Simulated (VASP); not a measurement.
# OsPdC4N4 (P-43m) in VASP: a series of runs

OsPdC4N4 is run at these levels: PBE; tasks: single point.

Program: VASP 6.6.1. These are calculated values, not measurements. Logs are shortened: lines on timing, memory, paths and dates and some standing lists are left out, and cuts for length are marked.

### Step 1. The cell of the first run

It takes space group P-43m (No. 215, cubic). The conventional cell has a = 5.972 Å, b = 5.972 Å, c = 5.972 Å, α = 90.00°, β = 90.00°, γ = 90.00°. Pd (site symmetry -43m) has 4 N at 2.07 Å within 2.7 Å. Os (site symmetry -43m) has 4 C at 1.92 Å within 2.5 Å. C (site symmetry 3m) has 1 N at 1.19 Å within 1.6 Å. N (site symmetry 3m) has 1 C at 1.19 Å within 1.6 Å.

### Step 2. Single point, PBE

INCAR

```
PREC = Accurate ; ENCUT = 520
EDIFF = 1E-6 ; ISMEAR = 0
SIGMA = 0.02 ; LREAL = F
LASPH = T ; NELM = 100
ALGO = Normal ; ISIF = 2
LWAVE = F ; LCHARG = F
GGA = PE ; NBANDS = 38
```

KPOINTS

```
Automatic mesh
0
Gamma
  6 6 6
```

POSCAR

```
OsPdC4N4
1.0
    5.9722629798      0.0000000000      0.0000000000
    0.0000000000      5.9722629798      0.0000000000
    0.0000000000      0.0000000000      5.9722629798
Pd Os C N
1 1 4 4
Direct
    0.5000000000      0.5000000000      0.5000000000
    0.0000000000      0.0000000000      0.0000000000
    0.1856190681      0.1856190681      0.1856190681
    0.1856190681      0.8143809319      0.8143809319
    0.8143809319      0.1856190681      0.8143809319
    0.8143809319      0.8143809319      0.1856190681
    0.3002680166      0.3002680166      0.3002680166
    0.3002680166      0.6997319834      0.6997319834
    0.6997319834      0.3002680166      0.6997319834
    0.6997319834      0.6997319834      0.3002680166
```

Potentials or basis: VASP PAW PBE potentials, release 64 (Pd, Os, C, N).

Command:

```sh
$ cat potpaw_PBE.64/Pd/POTCAR potpaw_PBE.64/Os/POTCAR potpaw_PBE.64/C/POTCAR potpaw_PBE.64/N/POTCAR > POTCAR
$ mpirun -np 1 vasp_std > vasp.out
```

OUTCAR:

```text
PREC = Accurate
   ENCUT = 520
   EDIFF = 1E-6
   ISMEAR = 0
   LREAL = F
   LASPH = T
   NELM = 100
   ISIF = 2
   GGA = PE

 ion  position               nearest neighbor table
   1  0.500  0.500  0.500-   7 2.07   8 2.07   9 2.07  10 2.07
   2  0.000  0.000  0.000-   3 1.92   4 1.92   5 1.92   6 1.92
   3  0.186  0.186  0.186-   7 1.19   2 1.92
   4  0.186  0.814  0.814-   8 1.19   2 1.92
   5  0.814  0.186  0.814-   9 1.19   2 1.92
   6  0.814  0.814  0.186-  10 1.19   2 1.92
   7  0.300  0.300  0.300-   3 1.19   1 2.07
   8  0.300  0.700  0.700-   4 1.19   1 2.07
   9  0.700  0.300  0.700-   5 1.19   1 2.07
  10  0.700  0.700  0.300-   6 1.19   1 2.07

  LATTYP: Found a simple cubic cell.
 ALAT       =     5.9722629798

  Lattice vectors:

 A1 = (   5.9722629798,   0.0000000000,   0.0000000000)
 A2 = (   0.0000000000,   5.9722629798,   0.0000000000)
 A3 = (   0.0000000000,   0.0000000000,   5.9722629798)

Analysis of symmetry for initial positions (statically):
=====================================================================
 Subroutine PRICEL returns:
 Original cell was already a primitive cell.

 Routine SETGRP: Setting up the symmetry group for a
 simple cubic supercell.

 Subroutine GETGRP returns: Found 24 space group operations
 (whereof 24 operations were pure point group operations)
 out of a pool of 48 trial point group operations.

The static configuration has the point symmetry T_d .

Analysis of symmetry for dynamics (positions and initial velocities):
=====================================================================
 Subroutine PRICEL returns:
 Original cell was already a primitive cell.

 Routine SETGRP: Setting up the symmetry group for a
 simple cubic supercell.

 Subroutine GETGRP returns: Found 24 space group operations
 (whereof 24 operations were pure point group operations)
 out of a pool of 48 trial point group operations.

The dynamic configuration has the point symmetry T_d .

 Subroutine INISYM returns: Found 24 space group operations
 (whereof 24 operations are pure point group operations),
 and found     1 'primitive' translations

----------------------------------------------------------------------------------------

                                     Primitive cell

  volume of cell :     213.0182

  direct lattice vectors                    reciprocal lattice vectors
     5.972262980  0.000000000  0.000000000     0.167440718  0.000000000  0.000000000
     0.000000000  5.972262980  0.000000000     0.000000000  0.167440718  0.000000000
     0.000000000  0.000000000  5.972262980     0.000000000  0.000000000  0.167440718

  length of vectors
     5.972262980  5.972262980  5.972262980     0.167440718  0.167440718  0.167440718

  position of ions in fractional coordinates (direct lattice)
     0.500000000  0.500000000  0.500000000
     0.000000000  0.000000000  0.000000000
     0.185619068  0.185619068  0.185619068
     0.185619068  0.814380932  0.814380932
     0.814380932  0.185619068  0.814380932
     0.814380932  0.814380932  0.185619068
     0.300268017  0.300268017  0.300268017
     0.300268017  0.699731983  0.699731983
     0.699731983  0.300268017  0.699731983
     0.699731983  0.699731983  0.300268017

  ion indices of the primitive-cell ions
   primitive index   ion index
                 1           1
                 2           2
                 3           3
                 4           4
                 5           5
                 6           6
                 7           7
                 8           8
                 9           9
                10          10

----------------------------------------------------------------------------------------

 KPOINTS: Automatic mesh

Automatic generation of k-mesh.
 Grid dimensions read from file:
 generate k-points for:    6    6    6

 Generating k-lattice:

  Cartesian coordinates                     Fractional coordinates (reciprocal lattice)
     0.027906786  0.000000000  0.000000000     0.166666667  0.000000000  0.000000000
     0.000000000  0.027906786  0.000000000     0.000000000  0.166666667  0.000000000
     0.000000000  0.000000000  0.027906786     0.000000000  0.000000000  0.166666667

  Length of vectors
     0.027906786  0.027906786  0.027906786

  Shift w.r.t. Gamma in fractional coordinates (k-lattice)
     0.000000000  0.000000000  0.000000000

 Subroutine IBZKPT returns following result:
 ===========================================

 Found     20 irreducible k-points:

 Following reciprocal coordinates:
            Coordinates               Weight
  0.000000  0.000000  0.000000      1.000000
  0.166667  0.000000  0.000000      6.000000
  0.333333  0.000000  0.000000      6.000000
  0.500000  0.000000  0.000000      3.000000
  0.166667  0.166667  0.000000     12.000000
  0.333333  0.166667  0.000000     24.000000
[... 12 lines left out ...]
  0.500000  0.500000  0.333333      6.000000
  0.500000  0.500000  0.500000      1.000000
   k-points           NKPTS =     20   k-points in BZ     NKDIM =     20   number of bands    NBANDS=     38
   number of dos      NEDOS =    301   number of ions     NIONS =     10
   total plane-waves  NPLWV = 110592
   dimension x,y,z NGX =    48 NGY =   48 NGZ =   48
   dimension x,y,z NGXF=    96 NGYF=   96 NGZF=   96
   ions per type =               1   1   4   4
   NGX,Y,Z   is equivalent  to a cutoff of  13.36, 13.36, 13.36 a.u.
   NGXF,Y,Z  is equivalent  to a cutoff of  26.72, 26.72, 26.72 a.u.
 SYSTEM =  unknown system
   PREC   = accura    normal or accurate (medium, high low for compatibility)
   ISTART =      0    job   : 0-new  1-cont  2-samecut
   ICHARG =      2    charge: 1-file 2-atom 10-const
   ISPIN  =      1    spin polarized calculation?
   LNONCOLLINEAR =      F non collinear calculations
   LSORBIT =      F    spin-orbit coupling
   LASPH  =      T    aspherical Exc in radial PAW
   ENCUT  =  520.0 eV  38.22 Ry    6.18 a.u.  11.10 11.10 11.10*2*pi/ulx,y,z
   NELM   =    100;   NELMIN=  2; NELMDL= -5     # of ELM steps
   EDIFF  = 0.1E-05   stopping-criterion for ELM
   LREAL  =      F    real-space projection
   EDIFFG = 0.1E-04   stopping-criterion for IOM
   NSW    =      0    number of steps for IOM
   IBRION =     -1    ionic relax: 0-MD 1-quasi-New 2-CG
   NFREE  =      0    steps in history (QN), initial steepest desc. (CG)
   ISIF   =      2    stress and relaxation
   ISYM   =      2    0-nonsym 1-usesym 2-fastsym
   POTIM  = 0.5000    time-step for ionic-motion
   TEBEG  =    0.0;   TEEND  =   0.0 temperature during run
   PSTRESS=    0.0 pullay stress
   NELECT =      54.0000    total number of electrons
   NUPDOWN=      -1.0000    fix difference up-down
   EMIN   =  10.00;   EMAX   =-10.00  energy-range for DOS
   EFERMI =   0.00;   METHOD = LEGACY
   ISMEAR =     0;   SIGMA  =   0.02  broadening in eV -4-tet -1-fermi 0-gaus
   EFERMI_NEDOS =   21; number of points for ismear=-14 and -15
   IALGO  =     38    algorithm
   IMIX   =      4    mixing-type and parameters
     AMIX     =   0.40;   BMIX     =  1.00
     AMIX_MAG =   1.60;   BMIX_MAG =  1.00
  volume/ion in A,a.u.               =      21.30       143.75
  Fermi-wavevector in a.u.,A,eV,Ry     =   1.036097  1.957940 14.605819  1.073497
  Thomas-Fermi vector in A             =   2.170472
   LORBIT       =      0    0 simple, 1 ext, 2 COOP (PROOUT), +10 PAW based schemes
   GGA     = PE    functional components
   LHFCALC =     F    Hartree Fock is set to
   AEXX    =    0.0000 exact exchange contribution
   IVDW    =     0    specifies the selected vdW correction
   LEPSILON=     F    determine dielectric tensor
   LRPA    =     F    only Hartree local field effects (RPA)
 non-spin polarized calculation
 Gauss-broadening in eV      SIGMA  =   0.02
  energy-cutoff  :      520.00
  volume of cell :      213.02
 maximum number of plane-waves:      5832
 NGX is ok and might be reduce to    48
   NGX = 23   NGY = 23   NGZ = 23

 number of electron      54.0000010 magnetization

 Free energy of the ion-electron system (eV)
  ---------------------------------------------------
  ext. energy  EPLUGINS =         0.00000000
  ---------------------------------------------------
  free energy    TOTEN  =       -79.27829124 eV

  energy without entropy =      -79.27829124  energy(sigma->0) =      -79.27829124

 E-fermi :  -0.4489     XC(G=0):  -7.3120

 val. band max:       -0.5986291393   @ k =   0.5000   0.0000   0.0000
 cond. band min:      -0.2610660097   @ k =   0.1667   0.1667   0.0000
 fundamental gap:      0.3375631295
 Fermi energy:        -0.4488642318

 k-point     1 :       0.0000    0.0000    0.0000
  band No.  band energies     occupation
      1     -18.4653      2.00000
      2     -18.3617      2.00000
      3     -18.3617      2.00000
      4     -18.3617      2.00000
      5      -9.5384      2.00000
      6      -8.5673      2.00000
[... 30 lines left out ...]
     37       4.9999      0.00000
     38       5.2314      0.00000

 k-point     2 :       0.1667    0.0000    0.0000
  band No.  band energies     occupation
      1     -18.4583      2.00000
      2     -18.3685      2.00000
      3     -18.3616      2.00000
      4     -18.3616      2.00000
      5      -9.5200      2.00000
      6      -8.6074      2.00000
[... 30 lines left out ...]
     37       5.0223      0.00000
     38       5.2042      0.00000
[... 695 lines left out ...]
     37       5.2295      0.00000
     38       5.3181      0.00000

 k-point    20 :       0.5000    0.5000    0.5000
  band No.  band energies     occupation
      1     -18.4200      2.00000
      2     -18.3758      2.00000
      3     -18.3758      2.00000
      4     -18.3758      2.00000
      5      -9.5721      2.00000
      6      -8.5593      2.00000
[... 30 lines left out ...]
     37       5.3305      0.00000
     38       5.3306      0.00000

------------------------ aborting loop because EDIFF is reached ----------------------------------------

  FORCE on cell =-STRESS in cart. coord.  units (eV):
  Direction    XX          YY          ZZ          XY          YZ          ZX
  --------------------------------------------------------------------------------------
  -------------------------------------------------------------------------------------
  Total        0.7112031      0.7112031      0.7112031      0.0000000      0.0000000     -0.0000000
  in kB        5.3491827      5.3491827      5.3491827      0.0000000      0.0000000     -0.0000000
  external PRESSURE =       5.3491827 kB  Pullay stress =       0.0000000 kB

 VOLUME and BASIS-vectors are now :
 -----------------------------------------------------------------------------
  energy-cutoff  :      520.00
  volume of cell :      213.02
      direct lattice vectors                 reciprocal lattice vectors
     5.972262980  0.000000000  0.000000000     0.167440718  0.000000000  0.000000000
     0.000000000  5.972262980  0.000000000     0.000000000  0.167440718  0.000000000
     0.000000000  0.000000000  5.972262980     0.000000000  0.000000000  0.167440718

 POSITION                                       TOTAL-FORCE (eV/Angst)
 -----------------------------------------------------------------------------------
      2.98613      2.98613      2.98613         0.000000      0.000000     -0.000000
      0.00000      0.00000      0.00000         0.000000      0.000000     -0.000000
      1.10857      1.10857      1.10857        -0.069668     -0.069668     -0.069668
      1.10857      4.86370      4.86370        -0.069668      0.069668      0.069668
      4.86370      1.10857      4.86370         0.069668     -0.069668      0.069668
      4.86370      4.86370      1.10857         0.069668      0.069668     -0.069668
      1.79328      1.79328      1.79328         0.173009      0.173009      0.173009
      1.79328      4.17898      4.17898         0.173009     -0.173009     -0.173009
      4.17898      1.79328      4.17898        -0.173009      0.173009     -0.173009
      4.17898      4.17898      1.79328        -0.173009     -0.173009      0.173009
 -----------------------------------------------------------------------------------
    total drift:                                0.000000      0.000000      0.000000

  FREE ENERGIE OF THE ION-ELECTRON SYSTEM (eV)
  ---------------------------------------------------
  free  energy   TOTEN  =       -79.2782912411 eV

  energy  without entropy=      -79.2782912411  energy(sigma->0) =      -79.27829124
```

It took 2.5 min on 1 thread of Intel Xeon Platinum 8559C (Emerald Rapids), shared host; peak memory 0.41 GiB.

Results:

| Quantity | Value |
| --- | --- |
| Free energy | -79.2783 eV |
| Pressure | 0.5 GPa |
| Largest force | 0.300 eV/Å |
| Band gap on the k mesh | 0.34 eV (least direct gap 0.52 eV) |

Forces in eV/Å, atoms in the order of the input:
```
Pd   0.000  0.000  0.000
Os   0.000  0.000  0.000
C   -0.070 -0.070 -0.070
C   -0.070  0.070  0.070
C    0.070 -0.070  0.070
C    0.070  0.070 -0.070
N    0.173  0.173  0.173
N    0.173 -0.173 -0.173
N   -0.173  0.173 -0.173
N   -0.173 -0.173  0.173
```

Levels at points of the mesh, in eV from the valence-band top:
| k point | band 25 | band 26 | band 27 | band 28 | band 29 | band 30 |
| --- | --- | --- | --- | --- | --- | --- |
| (0.00, 0.00, 0.00) | -0.55 | -0.55 | -0.55 | 0.34 | 0.34 | 0.34 |
| (0.50, 0.00, 0.00) | -0.73 | -0.73 | 0.00 | 0.56 | 0.77 | 0.77 |
| (0.50, 0.50, 0.00) | -0.59 | -0.59 | 0.00 | 0.61 | 0.67 | 0.67 |
| (0.50, 0.50, 0.50) | -0.37 | -0.37 | -0.37 | 0.38 | 0.38 | 0.38 |

Caveat: spin-orbit coupling is left out, which moves the levels of the heavy elements. A k mesh can miss the band edges.

### Step 3. Single point, PBE, collinear spin

This run uses another cell than the first one, of 20.37 Å³/atom.

INCAR

```
SYSTEM = OsPdC4N4
PREC = Accurate
ENCUT = 520
EDIFF = 1E-7
ISMEAR = 0
SIGMA = 0.1
LREAL = .FALSE.
LASPH = .TRUE.
NELM = 150
ALGO = Normal
ISIF = 2
LWAVE = .FALSE.
LCHARG = .TRUE.
ISPIN = 2
MAGMOM = 0 1 0 0 0 0 0 0 0 0
LORBIT = 11
LMAXMIX = 4
GGA = PE
LELF = .TRUE.
LVHAR = .TRUE.
NBANDS = 42
```

KPOINTS

```
regular mesh
0
G
  4 4 4
  0 0 0
```

POSCAR

```
OsPdC4N4
1.0
    5.8843539400      0.0000000000      0.0000000000
    0.0000000000      5.8843539400      0.0000000000
    0.0000000000      0.0000000000      5.8843539400
Pd Os C N
1 1 4 4
Direct
    0.5000000000      0.5000000000      0.5000000000
    0.0000000000      0.0000000000      0.0000000000
    0.1860282600      0.1860282600      0.1860282600
    0.1860282600      0.8139717400      0.8139717400
    0.8139717400      0.1860282600      0.8139717400
    0.8139717400      0.8139717400      0.1860282600
    0.3008241800      0.3008241800      0.3008241800
    0.3008241800      0.6991758200      0.6991758200
    0.6991758200      0.3008241800      0.6991758200
    0.6991758200      0.6991758200      0.3008241800
```

Potentials or basis: VASP PAW PBE potentials, release 64 (Pd, Os, C, N).

Command:

```sh
$ cat potpaw_PBE.64/Pd/POTCAR potpaw_PBE.64/Os/POTCAR potpaw_PBE.64/C/POTCAR potpaw_PBE.64/N/POTCAR > POTCAR
$ mpirun -np 1 vasp_std > vasp.out
```

Wall time 2.8 min (1 thread of Intel Xeon Platinum 8559C (Emerald Rapids), shared host); peak memory 0.48 GiB.

It converged, with:

```
Free energy                                           : -79.1276 eV
Pressure                                              : 5.0 GPa
Largest force                                         : 1.759 eV/Å
Band gap on the k mesh                                : 0.36 eV (least direct gap 0.57 eV)
Net moment                                            : 0.00 μB per cell
Valence electrons inside the program's atomic spheres : Pd 9.46; Os 7.91; C 2.66; N 3.85
```

Forces in eV/Å, atoms in the order of the input:
```
Pd   0.000  0.000  0.000
Os   0.000  0.000  0.000
C   -0.728 -0.728 -0.728
C   -0.728  0.728  0.728
C    0.728 -0.728  0.728
C    0.728  0.728 -0.728
N    1.016  1.016  1.016
N    1.016 -1.016 -1.016
N   -1.016  1.016 -1.016
N   -1.016 -1.016  1.016
```

Levels at points of the mesh, in eV from the valence-band top:
Spin up:
| k point | band 25 | band 26 | band 27 | band 28 | band 29 | band 30 |
| --- | --- | --- | --- | --- | --- | --- |
| (0.00, 0.00, 0.00) | -0.64 | -0.64 | -0.64 | 0.36 | 0.36 | 0.36 |
| (0.50, 0.00, 0.00) | -0.80 | -0.80 | 0.00 | 0.57 | 0.78 | 0.78 |
| (0.50, 0.50, 0.00) | -0.64 | -0.64 | 0.00 | 0.63 | 0.66 | 0.66 |
| (0.50, 0.50, 0.50) | -0.44 | -0.44 | -0.44 | 0.39 | 0.39 | 0.39 |
Spin down:
| k point | band 23 | band 24 | band 25 | band 26 | band 27 | band 28 | band 29 | band 30 | band 31 | band 32 |
| --- | --- | --- | --- | --- | --- | --- | --- | --- | --- | --- |
| (0.00, 0.00, 0.00) | -0.73 | -0.73 | -0.64 | -0.64 | -0.64 | 0.36 | 0.36 | 0.36 | 4.76 | 4.76 |
| (0.50, 0.00, 0.00) | -1.61 | -1.56 | -0.80 | -0.80 | 0.00 | 0.57 | 0.78 | 0.78 | 4.51 | 4.51 |
| (0.50, 0.50, 0.00) | -1.61 | -1.54 | -0.64 | -0.64 | 0.00 | 0.63 | 0.66 | 0.66 | 4.56 | 4.56 |
| (0.50, 0.50, 0.50) | -0.66 | -0.66 | -0.44 | -0.44 | -0.44 | 0.39 | 0.39 | 0.39 | 4.65 | 4.65 |

Caveat: the cell stands under pressure; spin-orbit coupling is left out, which moves the levels of the heavy elements; forces of over 1 eV/Å act on the atoms, so gaps and moduli don't describe the material at rest.

(Continued in part 2 of 2.)
